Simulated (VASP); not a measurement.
# Rb (Im-3m) in VASP: further runs

Rb is run at these levels: PBE; tasks: single point, relaxation of cell and atoms.

All numbers are computed with VASP 6.6.1; they aren't measurements. Logs are shortened: lines on timing, memory, paths and dates and some standing lists are left out, and cuts for length are marked.

## 1. The cell of the first run

It takes space group Im-3m (No. 229, cubic). The conventional cell has a = 4.528 Å, b = 4.528 Å, c = 4.528 Å, α = 90.00°, β = 90.00°, γ = 90.00°. Rb (site symmetry m-3m) has 14 Rb at 3.92 to 4.53 Å within 5.1 Å.

## 2. Single point, PBE

INCAR

```
ALGO = Normal
EDIFF = 1E-6
ENCUT = 520
GGA = PE
ISIF = 2
ISMEAR = -1
LASPH = True
LCHARG = True
LELF = True
LREAL = False
LVHAR = True
LWAVE = False
NBANDS = 10
NELM = 60
PREC = Accurate
SIGMA = 0.1
```

KPOINTS

```
k-points
0
Gamma
  12 12 12
```

POSCAR

```
Rb
1.0
   -2.2641662591      2.2641662591      2.2641662591
    2.2641662591     -2.2641662591      2.2641662591
    2.2641662591      2.2641662591     -2.2641662591
Rb
1
Direct
    0.0000000000      0.0000000000      0.0000000000
```

Potentials or basis: VASP PAW PBE potentials, release 64 (Rb_sv).

Command:

```console
$ cat potpaw_PBE.64/Rb_sv/POTCAR > POTCAR
$ mpirun -np 1 vasp_std > vasp.out
```

OUTCAR:

```text
EDIFF = 1E-6
   ENCUT = 520
   GGA = PE
   ISIF = 2
   ISMEAR = -1
   LASPH = True
   LREAL = False
   NELM = 60
   PREC = Accurate

 ion  position               nearest neighbor table
   1  0.000  0.000  0.000-

  LATTYP: Found a body centered cubic cell.
 ALAT       =     4.5283325182

  Lattice vectors:

 A1 = (  -2.2641662591,   2.2641662591,   2.2641662591)
 A2 = (   2.2641662591,  -2.2641662591,   2.2641662591)
 A3 = (   2.2641662591,   2.2641662591,  -2.2641662591)

Analysis of symmetry for initial positions (statically):
=====================================================================
 Subroutine PRICEL returns:
 Original cell was already a primitive cell.

 Routine SETGRP: Setting up the symmetry group for a
 body centered cubic supercell.

 Subroutine GETGRP returns: Found 48 space group operations
 (whereof 48 operations were pure point group operations)
 out of a pool of 48 trial point group operations.

The static configuration has the point symmetry O_h .

Analysis of symmetry for dynamics (positions and initial velocities):
=====================================================================
 Subroutine PRICEL returns:
 Original cell was already a primitive cell.

 Routine SETGRP: Setting up the symmetry group for a
 body centered cubic supercell.

 Subroutine GETGRP returns: Found 48 space group operations
 (whereof 48 operations were pure point group operations)
 out of a pool of 48 trial point group operations.

The dynamic configuration has the point symmetry O_h .

 Subroutine INISYM returns: Found 48 space group operations
 (whereof 48 operations are pure point group operations),
 and found     1 'primitive' translations

----------------------------------------------------------------------------------------

                                     Primitive cell

  volume of cell :      46.4285

  direct lattice vectors                    reciprocal lattice vectors
    -2.264166259  2.264166259  2.264166259     0.000000000  0.220831840  0.220831840
     2.264166259 -2.264166259  2.264166259     0.220831840  0.000000000  0.220831840
     2.264166259  2.264166259 -2.264166259     0.220831840  0.220831840  0.000000000

  length of vectors
     3.921650998  3.921650998  3.921650998     0.312303382  0.312303382  0.312303382

  position of ions in fractional coordinates (direct lattice)
     0.000000000  0.000000000  0.000000000

  ion indices of the primitive-cell ions
   primitive index   ion index
                 1           1

----------------------------------------------------------------------------------------

 KPOINTS: k-points

Automatic generation of k-mesh.
 Grid dimensions read from file:
 generate k-points for:   12   12   12

 Generating k-lattice:

  Cartesian coordinates                     Fractional coordinates (reciprocal lattice)
     0.000000000  0.018402653  0.018402653     0.083333333  0.000000000  0.000000000
     0.018402653  0.000000000  0.018402653     0.000000000  0.083333333  0.000000000
     0.018402653  0.018402653  0.000000000     0.000000000  0.000000000  0.083333333

  Length of vectors
     0.026025282  0.026025282  0.026025282

  Shift w.r.t. Gamma in fractional coordinates (k-lattice)
     0.000000000  0.000000000  0.000000000

 Subroutine IBZKPT returns following result:
 ===========================================

 Found     72 irreducible k-points:

 Following reciprocal coordinates:
            Coordinates               Weight
  0.000000  0.000000  0.000000      1.000000
  0.083333  0.000000  0.000000     12.000000
  0.166667  0.000000  0.000000     12.000000
  0.250000  0.000000  0.000000     12.000000
  0.333333  0.000000  0.000000     12.000000
  0.416667  0.000000  0.000000     12.000000
[... 16 lines left out ...]
  0.333333  0.083333  0.083333     24.000000
  0.416667  0.083333  0.083333     12.000000
 [... further k-points ...]
   k-points           NKPTS =     72   k-points in BZ     NKDIM =     72   number of bands    NBANDS=     10
   number of dos      NEDOS =    301   number of ions     NIONS =      1
   total plane-waves  NPLWV =  27000
   dimension x,y,z NGX =    30 NGY =   30 NGZ =   30
   dimension x,y,z NGXF=    60 NGYF=   60 NGZF=   60
   ions per type =               1
   NGX,Y,Z   is equivalent  to a cutoff of  12.72, 12.72, 12.72 a.u.
   NGXF,Y,Z  is equivalent  to a cutoff of  25.44, 25.44, 25.44 a.u.
 SYSTEM =  unknown system
   PREC   = accura    normal or accurate (medium, high low for compatibility)
   ISTART =      0    job   : 0-new  1-cont  2-samecut
   ICHARG =      2    charge: 1-file 2-atom 10-const
   ISPIN  =      1    spin polarized calculation?
   LNONCOLLINEAR =      F non collinear calculations
   LSORBIT =      F    spin-orbit coupling
   LASPH  =      T    aspherical Exc in radial PAW
   ENCUT  =  520.0 eV  38.22 Ry    6.18 a.u.   7.29  7.29  7.29*2*pi/ulx,y,z
   NELM   =     60;   NELMIN=  2; NELMDL= -5     # of ELM steps
   EDIFF  = 0.1E-05   stopping-criterion for ELM
   LREAL  =      F    real-space projection
[... 7 lines left out ...]
   TEBEG  =    0.0;   TEEND  =   0.0 temperature during run
   PSTRESS=    0.0 pullay stress
   NELECT =       9.0000    total number of electrons
   NUPDOWN=      -1.0000    fix difference up-down
   EMIN   =  10.00;   EMAX   =-10.00  energy-range for DOS
   EFERMI =   0.00;   METHOD = LEGACY
   ISMEAR =    -1;   SIGMA  =   0.10  broadening in eV -4-tet -1-fermi 0-gaus
   EFERMI_NEDOS =   21; number of points for ismear=-14 and -15
   IALGO  =     38    algorithm
   IMIX   =      4    mixing-type and parameters
     AMIX     =   0.40;   BMIX     =  1.00
     AMIX_MAG =   1.60;   BMIX_MAG =  1.00
  volume/ion in A,a.u.               =      46.43       313.32
  Fermi-wavevector in a.u.,A,eV,Ry     =   0.947460  1.790439 12.213673  0.897680
  Thomas-Fermi vector in A             =   2.075555
   LORBIT       =      0    0 simple, 1 ext, 2 COOP (PROOUT), +10 PAW based schemes
   GGA     = PE    functional components
   LHFCALC =     F    Hartree Fock is set to
   AEXX    =    0.0000 exact exchange contribution
   IVDW    =     0    specifies the selected vdW correction
   LEPSILON=     F    determine dielectric tensor
   LRPA    =     F    only Hartree local field effects (RPA)
 non-spin polarized calculation
  energy-cutoff  :      520.00
  volume of cell :       46.43
 maximum number of plane-waves:      1265
 NGX is ok and might be reduce to    30
   NGX = 15   NGY = 15   NGZ = 15

 number of electron       9.0000000 magnetization

 Free energy of the ion-electron system (eV)
  ---------------------------------------------------
  ext. energy  EPLUGINS =         0.00000000
  ---------------------------------------------------
  free energy    TOTEN  =        -0.42818730 eV

  energy without entropy =       -0.39601769  energy(sigma->0) =       -0.41210249

 E-fermi :   2.2209     XC(G=0):  -7.4046

 val. band max:        2.2173899575   @ k =  -0.3333   0.3333   0.2500
 cond. band min:       2.2612545205   @ k =   0.2500   0.1667   0.0833
 fundamental gap:      0.0438645629
 Fermi energy:         2.2209143977

 k-point     1 :       0.0000    0.0000    0.0000
  band No.  band energies     occupation
      1     -26.7424      2.00000
      2     -10.5061      2.00000
      3     -10.5061      2.00000
      4     -10.5061      2.00000
      5      -0.6961      2.00000
      6       6.3289      0.00000
      7       6.3289      0.00000
      8       6.3289      0.00000
      9       7.9093      0.00000
     10       7.9093      0.00000

 k-point     2 :       0.0833    0.0000    0.0000
  band No.  band energies     occupation
      1     -26.7369      2.00000
      2     -10.5640      2.00000
      3     -10.5218      2.00000
      4     -10.5069      2.00000
      5      -0.5296      2.00000
      6       6.1418      0.00000
      7       6.1741      0.00000
      8       6.4939      0.00000
      9       7.6095      0.00000
     10       7.8629      0.00000

 k-point     3 :       0.1667    0.0000    0.0000
  band No.  band energies     occupation
      1     -26.7221      2.00000
      2     -10.7165      2.00000
      3     -10.5643      2.00000
      4     -10.5090      2.00000
      5      -0.0647      2.00000
      6       5.5827      0.00000
      7       5.7190      0.00000
      8       6.9813      0.00000
      9       7.4818      0.00000
     10       7.8021      0.00000

 k-point     4 :       0.2500    0.0000    0.0000
  band No.  band energies     occupation
      1     -26.7017      2.00000
      2     -10.9131      2.00000
      3     -10.6214      2.00000
      4     -10.5120      2.00000
      5       0.6011      2.00000
      6       4.8500      0.00000
      7       5.2661      0.00000
      8       7.7036      0.00000
      9       7.7694      0.00000
     10       7.8495      0.00000
[... 222 lines left out ...]
 k-point    22 :       0.2500    0.0833    0.0833
  band No.  band energies     occupation
      1     -26.6773      2.00000
      2     -11.1003      2.00000
      3     -10.6900      2.00000
      4     -10.5608      2.00000
      5       1.5909      1.99634
      6       4.2148      0.00000
      7       4.5859      0.00000
      8       8.1260      0.00000
      9       8.3952      0.00000
     10       9.1017      0.00000

 k-point    23 :       0.3333    0.0833    0.0833
  band No.  band energies     occupation
      1     -26.6639      2.00000
      2     -11.1911      2.00000
      3     -10.7512      2.00000
      4     -10.5666      2.00000
      5       2.1498      1.34123
      6       4.0087      0.00000
      7       4.4057      0.00000
      8       8.1960      0.00000
      9       8.7502      0.00000
     10       9.9050      0.00000

 k-point    24 :       0.4167    0.0833    0.0833
  band No.  band energies     occupation
      1     -26.6590      2.00000
      2     -11.2230      2.00000
      3     -10.7742      2.00000
      4     -10.5687      2.00000
      5       2.3420      0.45914
      6       4.0005      0.00000
      7       4.3456      0.00000
      8       8.1230      0.00000
      9       9.0132      0.00000
     10      10.0897      0.00000

 [... further k-points ...]
[... 5 lines left out ...]
  --------------------------------------------------------------------------------------
  -------------------------------------------------------------------------------------
  Total        1.7985357      1.7985357      1.7985357      0.0000000      0.0000000      0.0000000
  in kB       62.0647075     62.0647075     62.0647075      0.0000000      0.0000000      0.0000000
  external PRESSURE =      62.0647075 kB  Pullay stress =       0.0000000 kB

 VOLUME and BASIS-vectors are now :
 -----------------------------------------------------------------------------
  energy-cutoff  :      520.00
  volume of cell :       46.43
      direct lattice vectors                 reciprocal lattice vectors
    -2.264166259  2.264166259  2.264166259     0.000000000  0.220831840  0.220831840
     2.264166259 -2.264166259  2.264166259     0.220831840  0.000000000  0.220831840
     2.264166259  2.264166259 -2.264166259     0.220831840  0.220831840  0.000000000

 POSITION                                       TOTAL-FORCE (eV/Angst)
 -----------------------------------------------------------------------------------
      0.00000      0.00000      0.00000        -0.000000      0.000000     -0.000000
 -----------------------------------------------------------------------------------
    total drift:                               -0.000000     -0.000000      0.000000

  FREE ENERGIE OF THE ION-ELECTRON SYSTEM (eV)
  ---------------------------------------------------
  free  energy   TOTEN  =        -0.4281872989 eV

  energy  without entropy=       -0.3960176890  energy(sigma->0) =       -0.41210249
```

Wall time 42 s (1 thread of Intel Xeon 8259CL, shared host); peak memory 0.18 GiB.

What came out:

| Quantity | Value |
| --- | --- |
| Free energy | -0.4282 eV |
| Pressure | 6.2 GPa |
| Band gap on the k mesh | zero (an odd number of electrons rules out a gap without spin polarisation) |

Caveat: the cell stands under pressure.

## 3. Relaxation of cell and atoms, PBE, target pressure 6.2 GPa, at which the enthalpy is minimised

This run uses another cell than the first one, of 46.07 Å³/atom.

INCAR

```
PREC     = Accurate       # precision mode
ENCUT    = 600            # plane-wave cutoff, eV
EDIFF    = 1E-6           # SCF threshold, eV
ISMEAR   = -1             # smearing method
SIGMA    = 0.1            # smearing width, eV
LREAL    = False          # projectors in reciprocal space
LASPH    = True           # aspherical terms in the spheres
NELM     = 100            # most SCF steps
ALGO     = Normal         # electronic algorithm
ISIF     = 3              # what is computed and relaxed
LWAVE    = False          # write WAVECAR
LCHARG   = False          # write CHGCAR
GGA      = PE             # functional
IBRION   = 2              # ionic algorithm
NSW      = 60             # ionic steps
EDIFFG   = -0.005         # ionic threshold
PSTRESS  = 62.0
```

KPOINTS

```
regular mesh
0
Gamma
  12 12 12
```

POSCAR

```
Rb
1.0
   -2.2583336223      2.2583336223      2.2583336223
    2.2583336223     -2.2583336223      2.2583336223
    2.2583336223      2.2583336223     -2.2583336223
Rb
1
Direct
    0.0000000000      0.0000000000      0.0000000000
```

Potentials or basis: VASP PAW PBE potentials, release 64 (Rb_sv).

Command:

```console
$ cat potpaw_PBE.64/Rb_sv/POTCAR > POTCAR
$ mpirun -np 1 vasp_std > vasp.out
```

OUTCAR:

```text
PREC = Accurate
   ENCUT = 600
   EDIFF = 1E-6
   ISMEAR = -1
   LREAL = False
   LASPH = True
   NELM = 100
   ISIF = 3
   GGA = PE
   IBRION = 2
   NSW = 60
   EDIFFG = -0.005
   PSTRESS = 62.0

 ion  position               nearest neighbor table
   1  0.000  0.000  0.000-

  LATTYP: Found a body centered cubic cell.
 ALAT       =     4.5166672446

  Lattice vectors:

 A1 = (  -2.2583336223,   2.2583336223,   2.2583336223)
 A2 = (   2.2583336223,  -2.2583336223,   2.2583336223)
 A3 = (   2.2583336223,   2.2583336223,  -2.2583336223)

Analysis of symmetry for initial positions (statically):
=====================================================================
 Subroutine PRICEL returns:
 Original cell was already a primitive cell.

 Routine SETGRP: Setting up the symmetry group for a
 body centered cubic supercell.

 Subroutine GETGRP returns: Found 48 space group operations
 (whereof 48 operations were pure point group operations)
 out of a pool of 48 trial point group operations.
[... 168 lines left out ...]
  -------------------------------------------------------------------------------------
  Total        1.8277719      1.8277719      1.8277719      0.0000000      0.0000000     -0.0000000
  in kB       63.5635721     63.5635721     63.5635721      0.0000000      0.0000000     -0.0000000
  external PRESSURE =       1.5635721 kB  Pullay stress =      62.0000000 kB
[... 61 lines left out ...]
--------------------------------------- Ionic step        3  -------------------------------------------

 number of electron       9.0000000 magnetization

 Free energy of the ion-electron system (eV)
  ---------------------------------------------------
  ext. energy  EPLUGINS =         0.00000000
  ---------------------------------------------------
  free energy    TOTEN  =        -0.42850365 eV

  energy without entropy =       -0.39633616  energy(sigma->0) =       -0.41241991

 E-fermi :   2.2199     XC(G=0):  -7.4042

 val. band max:        2.2161952349   @ k =  -0.3333   0.3333   0.2500
 cond. band min:       2.2600560610   @ k =   0.2500   0.1667   0.0833
 fundamental gap:      0.0438608261
 Fermi energy:         2.2198555753

 k-point     1 :       0.0000    0.0000    0.0000
  band No.  band energies     occupation
      1     -26.7430      2.00000
      2     -10.5066      2.00000
      3     -10.5066      2.00000
      4     -10.5066      2.00000
      5      -0.6972      2.00000
      6       6.3284      0.00000
      7       6.3284      0.00000
      8       6.3284      0.00000
[... 243 lines left out ...]
 k-point    24 :       0.4167    0.0833    0.0833
  band No.  band energies     occupation
      1     -26.6596      2.00000
      2     -11.2233      2.00000
      3     -10.7746      2.00000
      4     -10.5691      2.00000
      5       2.3411      0.45852
      6       3.9992      0.00000
      7       4.3451      0.00000
      8       8.1220      0.00000

 [... further k-points ...]

------------------------ aborting loop because EDIFF is reached ----------------------------------------

  FORCE on cell =-STRESS in cart. coord.  units (eV):
  Direction    XX          YY          ZZ          XY          YZ          ZX
  --------------------------------------------------------------------------------------
  -------------------------------------------------------------------------------------
  Total        1.7967092      1.7967092      1.7967092      0.0000000      0.0000000     -0.0000000
  in kB       61.9933899     61.9933899     61.9933899      0.0000000      0.0000000     -0.0000000
  external PRESSURE =      -0.0066101 kB  Pullay stress =      62.0000000 kB
[... 20 lines left out ...]
  energy  without entropy=       -0.3963361639  energy(sigma->0) =       -0.41241991

  enthalpy is  TOTEN    =         1.3683971083 eV   P V=        1.7969007579

 reached required accuracy - stopping structural energy minimisation
```

CONTCAR:

```text
Rb
   1.00000000000000
    -2.2642671428205703    2.2642671428205703    2.2642671428205703
     2.2642671428205703   -2.2642671428205703    2.2642671428205703
     2.2642671428205703    2.2642671428205703   -2.2642671428205703
  Rb
     1
Direct
     0.0000000000000000    0.0000000000000000    0.0000000000000000

  0.00000000E+00  0.00000000E+00  0.00000000E+00
```

Wall time 55 s (1 thread of Intel Xeon 8259CL, shared host); peak memory 0.2 GiB.

What came out:

| Item | Value |
| --- | --- |
| Free energy | -0.4285 eV |
| Relaxed volume | 46.43 Å³/atom |
| Relaxed cell | a = 3.922 Å, b = 3.922 Å, c = 3.922 Å, α = 109.47°, β = 109.47°, γ = 109.47° |
| Space group after relaxing (to 0.1 Å) | Im-3m (No. 229) |
| Energy change on relaxing (the run minimises the enthalpy) | -14.3 meV/atom |
| Ionic steps | 3 |
| Pressure after relaxing | 6.2 GPa |
| Band gap on the k mesh | zero (an odd number of electrons rules out a gap without spin polarisation) |

Step by step:
| step | energy change (eV) | largest force (eV/Å) | pressure (GPa) | volume (Å³) |
| --- | --- | --- | --- | --- |
| 1 | 0.0000 | 0.0000 | 6.36 | 46.07 |
| 2 | -0.0118 | 0.0000 | 6.23 | 46.37 |
| 3 | -0.0143 | 0.0000 | 6.20 | 46.43 |

Final structure:
```yaml
crystal:
  lattice:
    - [-2.26427, 2.26427, 2.26427]
    - [2.26427, -2.26427, 2.26427]
    - [2.26427, 2.26427, -2.26427]
  atoms:
    - { symbol: Rb, position: [0.00000, 0.00000, 0.00000] }
```

Levels at points of the mesh, in eV from the Fermi level:
```tsv
k point	band 1	band 2	band 3	band 4	band 5	band 6	band 7	band 8
(0.00, 0.00, 0.00)	-28.96	-12.73	-12.73	-12.73	-2.92	4.11	4.11	4.11
(0.50, 0.00, 0.00)	-28.88	-13.49	-12.95	-12.74	-0.23	1.86	2.36	5.74
(0.50, 0.50, 0.50)	-28.82	-13.23	-13.23	-13.23	0.32	0.32	5.74	5.74
```

Caveat: the cell is relaxed towards a set pressure, so the run minimises the enthalpy, not the energy.

The gap in the log of VASP goes by the Fermi energy; the results here count the filled bands.